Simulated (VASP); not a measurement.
# SnSe2: single point with PBE

SnSe2:

```
Sn Se
1.0
     3.67948    0.00000    0.00000
    -1.83974    3.18652    0.00000
     0.00000    0.00000    5.92424
Sn Se
1 2
Direct
  0.00000 0.00000 0.00000
  0.33333 0.66667 0.24900
  0.66667 0.33333 0.75100
```

| Quantity | Value |
| --- | --- |
| Program | VASP 6.6.1 |
| Task | single point |
| Functional | PBE |
| Potentials or basis | VASP PAW PBE potentials, release 64 (Sn_d, Se) |
| Cutoff | 520 eV |
| k mesh | 6 × 6 × 3 |
| Occupations | gaussian, width 0.01 eV |
| Spin | no spin polarisation |

```
Pressure               : 16.7 GPa
Largest force          : 2.022 eV/Å
Band gap on the k mesh : 0.85 eV, indirect (least direct gap 1.58 eV)
```

Forces on the atoms (eV/Å):
```
Sn   0.000  0.000  0.000
Se   0.000  0.000  2.022
Se   0.000  0.000 -2.022
```

Stress tensor (GPa, compression positive):
```
16.32  0.00  0.00
 0.00 16.32  0.00
 0.00  0.00 17.33
```

Levels at points of the mesh, in eV from the valence-band top:
```
           k point  band 9  band 10  band 11  band 12  band 13  band 14  band 15  band 16  band 17  band 18
(0.00, 0.00, 0.00)   -0.85    -0.85    -0.48    -0.48     0.00     1.63     2.96     4.80     4.80     8.20
(0.50, 0.00, 0.00)   -5.13    -3.37    -3.13    -1.48    -0.38     1.23     3.85     5.33     5.69     7.83
```

Run time: 37 s on 1 thread of Intel Xeon 6975P-C, with other jobs on the host, peak memory 0.19 GiB.

Caveat: spin-orbit coupling is left out, which moves the levels of the heavy elements; this functional lacks dispersion, which binds the layers, so the pressure and a relaxed spacing across them are unreliable; forces of over 1 eV/Å act on the atoms, so gaps and moduli don't describe the material at rest. A k mesh can miss the band edges.
